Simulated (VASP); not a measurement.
Input of a VASP 6.6.1 run:

Contents of INCAR:

```
PREC     = Accurate       # precision mode
ENCUT    = 520            # plane-wave cutoff, eV
EDIFF    = 1E-6           # SCF threshold, eV
ISMEAR   = 0              # smearing method
SIGMA    = 0.1            # smearing width, eV
LREAL    = F              # projectors in reciprocal space
LASPH    = T              # aspherical terms in the spheres
NELM     = 60             # most SCF steps
ALGO     = Fast           # electronic algorithm
ISIF     = 2              # what is computed and relaxed
LWAVE    = F              # write WAVECAR
LCHARG   = F              # write CHGCAR
GGA      = PE             # functional
NBANDS   = 38             # bands
```

KPOINTS

```
regular mesh
0
Gamma
  12 12 4
```

Contents of POSCAR:

```
AlRu4
1.0
    2.7502447908      0.0000000000      0.0000000000
   -1.3751223954      2.3817818554      0.0000000000
    0.0000000000      0.0000000000     10.5926212366
Al Ru
1 4
Direct
    0.0000000000      0.0000000000      0.0000000000
    0.3333333333      0.6666666667      0.1999902716
    0.6666666667      0.3333333333      0.8000097284
    0.6666666667      0.3333333333      0.4019102812
    0.3333333333      0.6666666667      0.5980897188
```

Potentials or basis: VASP PAW PBE potentials, release 64 (Al, Ru_pv).

Run with:

```bash
$ cat potpaw_PBE.64/Al/POTCAR potpaw_PBE.64/Ru_pv/POTCAR > POTCAR
$ mpirun -np 1 vasp_std > vasp.out
```

Question: What does it give for the pressure?

Answer: -0.1 GPa.

Question: What does it give for the largest force?

Answer: 0.007 eV/Å.

Forces in eV/Å, atoms in the order of the input:
```
Al   0.000  0.000  0.000
Ru   0.000  0.000  0.003
Ru   0.000  0.000 -0.003
Ru   0.000  0.000 -0.007
Ru   0.000  0.000  0.007
```
